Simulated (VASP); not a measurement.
The system is AlInAsP3.

```
Al In P As
1.0
     5.34246    0.00000    0.00000
    -2.67123    4.62671    0.00000
     0.00000    0.00000    5.32303
Al In P As
1 1 3 1
Direct
  0.66667 0.33333 0.00000
  0.00000 0.00000 0.00000
  0.60769 0.80384 0.50000
  0.19616 0.80384 0.50000
  0.19616 0.39231 0.50000
  0.33333 0.66667 0.00000
```

The cell was built from a structure type or drawn by symmetry, and may not be a known phase.

```yaml
Program: VASP 6.6.1
Task: relaxation of cell and atoms
Functional: PBE
Potentials_or_basis: VASP PAW PBE potentials, release 64 (Al, In_d, P, As)
Cutoff: 500 eV
k_mesh: 12 × 12 × 8
Occupations: gaussian, width 0.1 eV
Spin: no spin polarisation
```

At the start: pressure 0.0 GPa; volume 21.93 Å³/atom.

Question: Where does the relaxation end?

Answer: Over 23 steps the energy falls by 3.7 meV/atom and the volume is 22.25 Å³/atom (+1.5 %); space group P-6m2 (No. 187, to 0.1 Å) before and after.

Step by step:
```
step  energy change (eV)  largest force (eV/Å)  pressure (GPa)  volume (Å³)
   1              0.0000                0.0221            0.01       131.57
   2             -0.0021                0.0490           -0.11       131.60
   3             -0.0065                0.2400           -0.41       131.66
   4              0.0186                0.7823           -0.86       131.71
   5             -0.0069                0.2840           -0.47       131.67
   6             -0.0076                0.2883           -0.45       131.63
   7             -0.0092                0.3055           -0.41       131.52
   8             -0.0107                0.3499           -0.31       131.30
   9             -0.0125                0.3043           -0.19       131.21
  10             -0.0160                0.1631            0.15       130.92
  11             -0.0149                0.1410            0.86       130.33
  12             -0.0169                0.0459            0.43       130.68
  13             -0.0175                0.0396            0.40       130.86
  14             -0.0191                0.0200            0.31       131.41
  15             -0.0210                0.0209            0.13       132.51
  16             -0.0198                0.1110           -0.18       134.72
  17             -0.0213                0.0504            0.03       133.21
  18             -0.0220                0.0340           -0.13       133.58
  19             -0.0220                0.0451           -0.15       133.63
  20             -0.0224                0.0263           -0.05       133.52
  21             -0.0225                0.0147            0.01       133.45
  22             -0.0225                0.0130            0.02       133.44
  23             -0.0225                0.0005            0.03       133.48
```

Final structure:
```cif
data_structure
_symmetry_space_group_name_H-M 'P 1'
_symmetry_Int_Tables_number 1
_cell_length_a 5.4650
_cell_length_b 5.4650
_cell_length_c 5.1607
_cell_angle_alpha 90.000
_cell_angle_beta 90.000
_cell_angle_gamma 120.000
_cell_volume 133.48
loop_
_atom_site_label
_atom_site_type_symbol
_atom_site_fract_x
_atom_site_fract_y
_atom_site_fract_z
_atom_site_occupancy
Al1 Al 0.66667 0.33333 0.00000 1
In1 In 0.00000 0.00000 0.00000 1
P1 P 0.60218 0.80109 0.50000 1
P2 P 0.19891 0.80109 0.50000 1
P3 P 0.19891 0.39782 0.50000 1
As1 As 0.33333 0.66667 0.00000 1
```
